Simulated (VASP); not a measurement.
SrCl2:

```
Sr Cl
1.0
     4.40725    0.04738    0.00000
    -2.16259    3.79310    0.00000
     0.00000    0.00000    5.59607
Sr Cl
1 2
Cartesian
  0.0000 0.0000 0.0000
  0.0416 2.5441 1.3928
  2.2030 1.2964 4.2033
```

This cell differs from its parent crystal: shear xy strain +2.1%.

Base run:

- Program: VASP 6.6.1
- Functional: r2SCAN
- Potentials or basis: VASP PAW PBE potentials, release 64 (Sr_sv, Cl)
- Cutoff: 520 eV
- k mesh: 6 × 6 × 6
- Occupations: gaussian, width 0.01 eV
- Spin: no spin polarisation

Its results: band gap on the k mesh 5.78 eV, direct; pressure 0.6 GPa; largest force 0.010 eV/Å.

Question: The run is repeated on the same cell with these changes: functional from r2SCAN to PBE; occupations from gaussian, width 0.01 eV to fermi-dirac, width 0.02 eV. What comes out?

Answer: Band gap on the k mesh 5.15 eV, direct; pressure 1.3 GPa; largest force 0.021 eV/Å.

Caveats: the PAW data sets were made with another functional, which shifts forces and pressure a little (some runs).

A k mesh can miss the band edges.
